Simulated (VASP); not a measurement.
# ZnS (P3m1) in VASP: single point with PBE

Aim: the single point of ZnS with PBE.

All numbers are computed with VASP 6.6.1; they aren't measurements. Logs are shortened: lines on timing, memory, paths and dates and some standing lists are left out, and cuts for length are marked.

## Step 1: The cell of the first run

It takes space group P3m1 (No. 156, trigonal). The conventional cell has a = 3.823 Å, b = 3.823 Å, c = 12.520 Å, α = 90.00°, β = 90.00°, γ = 120.00°. Within 3.1 Å of Zn (site symmetry 3m) lie 4 S at 2.34 to 2.35 Å. Within 3.1 Å of Zn (site symmetry 3m) lie 4 S at 2.34 to 2.35 Å. Zn (site symmetry 3m) has 4 S at 2.28 to 2.57 Å within 3.0 Å. Zn (site symmetry 3m) has 4 S at 2.34 to 2.35 Å within 3.1 Å. S (site symmetry 3m) has 4 Zn at 2.28 to 2.35 Å within 3.0 Å. Within 3.1 Å of S (site symmetry 3m) lie 4 Zn at 2.34 to 2.35 Å. S (site symmetry 3m) has 4 Zn at 2.34 to 2.57 Å within 3.1 Å. S (site symmetry 3m) has 4 Zn at 2.34 to 2.35 Å within 3.1 Å.

## Step 2: Single point, PBE (atom 3 (Zn) moved -0.225 Å along Cartesian [0 0 1])

Input file INCAR:

```
PREC = Accurate
ENCUT = 520
EDIFF = 1E-6
ISMEAR = 0
SIGMA = 0.05
LREAL = F
LASPH = T
NELM = 100
ALGO = Normal
ISIF = 2
LWAVE = F
LCHARG = F
GGA = PE
NBANDS = 46
```

Input file KPOINTS:

```
Automatic mesh
0
Gamma
  12 12 4
```

Input file POSCAR:

```
ZnS
1.0
    3.8227020304      0.0000000000      0.0000000000
   -1.9113510152      3.3105570694      0.0000000000
    0.0000000000      0.0000000000     12.5200000000
Zn S
4 4
Direct
    0.0000000000      0.0000000000      0.0000000000
    0.0000000000      0.0000000000      0.5000000000
    0.3333333333      0.6666666667      0.2320287540
    0.6666666667      0.3333333333      0.7500000000
    0.0000000000      0.0000000000      0.1875000000
    0.0000000000      0.0000000000      0.6875000000
    0.3333333333      0.6666666667      0.4375000000
    0.6666666667      0.3333333333      0.9375000000
```

Potentials or basis: VASP PAW PBE potentials, release 64 (Zn, S).

Command:

```sh
cat potpaw_PBE.64/Zn/POTCAR potpaw_PBE.64/S/POTCAR > POTCAR
mpirun -np 1 vasp_std > vasp.out
```

OUTCAR:

```text
PREC = Accurate
   ENCUT = 520
   EDIFF = 1E-6
   ISMEAR = 0
   LREAL = F
   LASPH = T
   NELM = 100
   ISIF = 2
   GGA = PE

 ion  position               nearest neighbor table
   1  0.000  0.000  0.000-   8 2.34   8 2.34   8 2.34   5 2.35
   2  0.000  0.000  0.500-   7 2.34   7 2.34   7 2.34   6 2.35
   3  0.333  0.667  0.232-   5 2.28   5 2.28   5 2.28   7 2.57
   4  0.667  0.333  0.750-   6 2.34   6 2.34   6 2.34   8 2.35
   5  0.000  0.000  0.188-   3 2.28   3 2.28   3 2.28   1 2.35
   6  0.000  0.000  0.688-   4 2.34   4 2.34   4 2.34   2 2.35
   7  0.333  0.667  0.438-   2 2.34   2 2.34   2 2.34   3 2.57
   8  0.667  0.333  0.938-   1 2.34   1 2.34   1 2.34   4 2.35

  LATTYP: Found a hexagonal cell.
 ALAT       =     3.8227020304
 C/A-ratio  =     3.2751702593

  Lattice vectors:

 A1 = (   3.8227020304,   0.0000000000,   0.0000000000)
 A2 = (  -1.9113510152,   3.3105570694,   0.0000000000)
 A3 = (   0.0000000000,   0.0000000000,  12.5200000000)

Analysis of symmetry for initial positions (statically):
=====================================================================
 Subroutine PRICEL returns:
 Original cell was already a primitive cell.

 Routine SETGRP: Setting up the symmetry group for a
 hexagonal supercell.

 Subroutine GETGRP returns: Found  6 space group operations
 (whereof  6 operations were pure point group operations)
 out of a pool of 24 trial point group operations.

The static configuration has the point symmetry C_3v.

Analysis of symmetry for dynamics (positions and initial velocities):
=====================================================================
 Subroutine PRICEL returns:
 Original cell was already a primitive cell.

 Routine SETGRP: Setting up the symmetry group for a
 hexagonal supercell.

 Subroutine GETGRP returns: Found  6 space group operations
 (whereof  6 operations were pure point group operations)
 out of a pool of 24 trial point group operations.

The dynamic configuration has the point symmetry C_3v.

 Subroutine INISYM returns: Found  6 space group operations
 (whereof  6 operations are pure point group operations),
 and found     1 'primitive' translations

----------------------------------------------------------------------------------------

                                     Primitive cell

  volume of cell :     158.4440

  direct lattice vectors                    reciprocal lattice vectors
     3.822702030  0.000000000  0.000000000     0.261595069  0.151031983  0.000000000
    -1.911351015  3.310557069  0.000000000     0.000000000  0.302063967  0.000000000
     0.000000000  0.000000000 12.520000000     0.000000000  0.000000000  0.079872204

  length of vectors
     3.822702030  3.822702030 12.520000000     0.302063967  0.302063967  0.079872204

  position of ions in fractional coordinates (direct lattice)
     0.000000000  0.000000000  0.000000000
     0.000000000  0.000000000  0.500000000
     0.333333333  0.666666667  0.232028754
     0.666666667  0.333333333  0.750000000
     0.000000000  0.000000000  0.187500000
     0.000000000  0.000000000  0.687500000
     0.333333333  0.666666667  0.437500000
     0.666666667  0.333333333  0.937500000

  ion indices of the primitive-cell ions
   primitive index   ion index
                 1           1
                 2           2
                 3           3
                 4           4
                 5           5
                 6           6
                 7           7
                 8           8

----------------------------------------------------------------------------------------

 KPOINTS: Automatic mesh

Automatic generation of k-mesh.
 Grid dimensions read from file:
 generate k-points for:   12   12    4

 Generating k-lattice:

  Cartesian coordinates                     Fractional coordinates (reciprocal lattice)
     0.021799589  0.012585999  0.000000000     0.083333333  0.000000000  0.000000000
     0.000000000  0.025171997  0.000000000     0.000000000  0.083333333  0.000000000
     0.000000000  0.000000000  0.019968051     0.000000000  0.000000000  0.250000000

  Length of vectors
     0.025171997  0.025171997  0.019968051

  Shift w.r.t. Gamma in fractional coordinates (k-lattice)
     0.000000000  0.000000000  0.000000000

 Subroutine IBZKPT returns following result:
 ===========================================

 Found     69 irreducible k-points:

 Following reciprocal coordinates:
            Coordinates               Weight
  0.000000  0.000000  0.000000      1.000000
  0.083333 -0.000000  0.000000      6.000000
  0.166667 -0.000000  0.000000      6.000000
  0.250000  0.000000  0.000000      6.000000
  0.333333  0.000000  0.000000      6.000000
  0.416667  0.000000  0.000000      6.000000
[... 16 lines left out ...]
  0.166667 -0.000000  0.250000      6.000000
  0.000000  0.166667  0.250000      6.000000
 [... further k-points ...]
   k-points           NKPTS =     69   k-points in BZ     NKDIM =     69   number of bands    NBANDS=     46
   number of dos      NEDOS =    301   number of ions     NIONS =      8
   total plane-waves  NPLWV =  75264
   dimension x,y,z NGX =    28 NGY =   28 NGZ =   96
   dimension x,y,z NGXF=    56 NGYF=   56 NGZF=  192
   ions per type =               4   4
   NGX,Y,Z   is equivalent  to a cutoff of  12.18, 12.18, 12.75 a.u.
   NGXF,Y,Z  is equivalent  to a cutoff of  24.35, 24.35, 25.49 a.u.
 SYSTEM =  unknown system
   PREC   = accura    normal or accurate (medium, high low for compatibility)
   ISTART =      0    job   : 0-new  1-cont  2-samecut
   ICHARG =      2    charge: 1-file 2-atom 10-const
   ISPIN  =      1    spin polarized calculation?
   LNONCOLLINEAR =      F non collinear calculations
   LSORBIT =      F    spin-orbit coupling
   LASPH  =      T    aspherical Exc in radial PAW
   ENCUT  =  520.0 eV  38.22 Ry    6.18 a.u.   7.11  7.11 23.28*2*pi/ulx,y,z
   NELM   =    100;   NELMIN=  2; NELMDL= -5     # of ELM steps
   EDIFF  = 0.1E-05   stopping-criterion for ELM
   LREAL  =      F    real-space projection
   EDIFFG = 0.1E-04   stopping-criterion for IOM
   NSW    =      0    number of steps for IOM
   IBRION =     -1    ionic relax: 0-MD 1-quasi-New 2-CG
   NFREE  =      0    steps in history (QN), initial steepest desc. (CG)
   ISIF   =      2    stress and relaxation
   ISYM   =      2    0-nonsym 1-usesym 2-fastsym
   POTIM  = 0.5000    time-step for ionic-motion
   TEBEG  =    0.0;   TEEND  =   0.0 temperature during run
   PSTRESS=    0.0 pullay stress
   NELECT =      72.0000    total number of electrons
   NUPDOWN=      -1.0000    fix difference up-down
   EMIN   =  10.00;   EMAX   =-10.00  energy-range for DOS
   EFERMI =   0.00;   METHOD = LEGACY
   ISMEAR =     0;   SIGMA  =   0.05  broadening in eV -4-tet -1-fermi 0-gaus
   EFERMI_NEDOS =   21; number of points for ismear=-14 and -15
   IALGO  =     38    algorithm
   IMIX   =      4    mixing-type and parameters
     AMIX     =   0.40;   BMIX     =  1.00
     AMIX_MAG =   1.60;   BMIX_MAG =  1.00
  volume/ion in A,a.u.               =      19.81       133.65
  Fermi-wavevector in a.u.,A,eV,Ry     =   1.258617  2.378442 21.553229  1.584118
  Thomas-Fermi vector in A             =   2.392218
   LORBIT       =      0    0 simple, 1 ext, 2 COOP (PROOUT), +10 PAW based schemes
   GGA     = PE    functional components
   LHFCALC =     F    Hartree Fock is set to
   AEXX    =    0.0000 exact exchange contribution
   IVDW    =     0    specifies the selected vdW correction
   LEPSILON=     F    determine dielectric tensor
   LRPA    =     F    only Hartree local field effects (RPA)
 non-spin polarized calculation
 Gauss-broadening in eV      SIGMA  =   0.05
  energy-cutoff  :      520.00
  volume of cell :      158.44
 maximum number of plane-waves:      4296
   NGX = 15   NGY = 15   NGZ = 47

 number of electron      71.9999987 magnetization

 Free energy of the ion-electron system (eV)
  ---------------------------------------------------
  ext. energy  EPLUGINS =         0.00000000
  ---------------------------------------------------
  free energy    TOTEN  =       -27.21562928 eV

  energy without entropy =      -27.21562928  energy(sigma->0) =      -27.21562928

 E-fermi :   2.4879     XC(G=0):  -9.6081

 val. band max:        2.2651534373   @ k =   0.0000   0.0000   0.0000
 cond. band min:       4.1181637071   @ k =   0.0000   0.0000   0.0000
 fundamental gap:      1.8530102698
 Fermi energy:         2.4878909457

 k-point     1 :       0.0000    0.0000    0.0000
  band No.  band energies     occupation
      1     -11.4038      2.00000
      2     -10.7983      2.00000
      3     -10.4348      2.00000
      4      -9.8865      2.00000
      5      -4.7649      2.00000
      6      -4.7649      2.00000
[... 38 lines left out ...]
     45       8.5982      0.00000
     46       8.8304      0.00000

 k-point     2 :       0.0833   -0.0000    0.0000
  band No.  band energies     occupation
      1     -11.3602      2.00000
      2     -10.7585      2.00000
      3     -10.3968      2.00000
      4      -9.8546      2.00000
      5      -4.7670      2.00000
      6      -4.7486      2.00000
[... 38 lines left out ...]
     45       8.6669      0.00000
     46       8.7986      0.00000

 k-point     3 :       0.1667   -0.0000    0.0000
  band No.  band energies     occupation
      1     -11.2365      2.00000
      2     -10.6460      2.00000
      3     -10.2904      2.00000
      4      -9.7657      2.00000
      5      -4.7679      2.00000
      6      -4.7032      2.00000
[... 1018 lines left out ...]
     45       8.8618      0.00000
     46       9.0357      0.00000

 k-point    24 :       0.0000    0.1667    0.2500
  band No.  band energies     occupation
      1     -11.2340      2.00000
      2     -10.6619      2.00000
      3     -10.2684      2.00000
      4      -9.7745      2.00000
      5      -4.7679      2.00000
      6      -4.7032      2.00000
[... 38 lines left out ...]
     45       8.8677      0.00000
     46       9.0420      0.00000

 [... further k-points ...]

------------------------ aborting loop because EDIFF is reached ----------------------------------------

  FORCE on cell =-STRESS in cart. coord.  units (eV):
  Direction    XX          YY          ZZ          XY          YZ          ZX
  --------------------------------------------------------------------------------------
  -------------------------------------------------------------------------------------
  Total        2.3268418      2.3268418      0.6983459      0.0000000      0.0000000      0.0000000
  in kB       23.5288977     23.5288977      7.0616362      0.0000000      0.0000000      0.0000000
  external PRESSURE =      18.0398105 kB  Pullay stress =       0.0000000 kB

 VOLUME and BASIS-vectors are now :
 -----------------------------------------------------------------------------
  energy-cutoff  :      520.00
  volume of cell :      158.44
      direct lattice vectors                 reciprocal lattice vectors
     3.822702030  0.000000000  0.000000000     0.261595069  0.151031983  0.000000000
    -1.911351015  3.310557069  0.000000000     0.000000000  0.302063967  0.000000000
     0.000000000  0.000000000 12.520000000     0.000000000  0.000000000  0.079872204

 POSITION                                       TOTAL-FORCE (eV/Angst)
 -----------------------------------------------------------------------------------
      0.00000      0.00000      0.00000         0.000000     -0.000000     -0.197105
      0.00000      0.00000      6.26000         0.000000     -0.000000     -0.172167
     -0.00000      2.20704      2.90500         0.000000     -0.000000      1.317457
      1.91135      1.10352      9.39000        -0.000000      0.000000     -0.177007
      0.00000      0.00000      2.34750         0.000000     -0.000000     -0.498518
      0.00000      0.00000      8.60750        -0.000000     -0.000000      0.139782
     -0.00000      2.20704      5.47750         0.000000     -0.000000     -0.571907
      1.91135      1.10352     11.73750         0.000000     -0.000000      0.159465
 -----------------------------------------------------------------------------------
    total drift:                               -0.000002     -0.000000     -0.000169

  FREE ENERGIE OF THE ION-ELECTRON SYSTEM (eV)
  ---------------------------------------------------
  free  energy   TOTEN  =       -27.2156292755 eV

  energy  without entropy=      -27.2156292755  energy(sigma->0) =      -27.21562928
```

It took 10 min on 1 thread of AMD EPYC 7R43 (Zen 3), shared host; peak memory 0.46 GiB.

What came out:

| Quantity | Value |
| --- | --- |
| Free energy | -27.2156 eV |
| Pressure | 1.8 GPa |
| Largest force | 1.317 eV/Å |
| Band gap on the k mesh | 1.85 eV |

Forces on the atoms (eV/Å):
```
Zn   0.000  0.000 -0.197
Zn   0.000  0.000 -0.172
Zn   0.000  0.000  1.317
Zn   0.000  0.000 -0.177
S    0.000  0.000 -0.499
S    0.000  0.000  0.140
S    0.000  0.000 -0.572
S    0.000  0.000  0.159
```

Stress tensor (GPa, compression positive):
```
2.35 0.00 0.00
0.00 2.35 0.00
0.00 0.00 0.71
```

Levels at points of the mesh, in eV from the valence-band top:
```
           k point  band 33  band 34  band 35  band 36  band 37  band 38  band 39  band 40
(0.00, 0.00, 0.00)    -0.48    -0.16     0.00     0.00     1.85     2.72     3.17     3.63
(0.50, 0.00, 0.00)    -1.78    -1.61    -1.08    -0.97     3.07     3.08     3.44     4.34
(0.00, 0.00, 0.50)    -0.42    -0.42    -0.02    -0.02     2.38     2.80     3.04     3.42
(0.50, 0.00, 0.50)    -1.76    -1.47    -1.36    -1.03     3.20     3.43     3.85     3.98
```

Caveat: the cell differs from its parent crystal (atom 3 (Zn) moved -0.225 Å along Cartesian [0 0 1]); forces of over 1 eV/Å act on the atoms, so gaps and moduli don't describe the material at rest. A k mesh can miss the band edges.
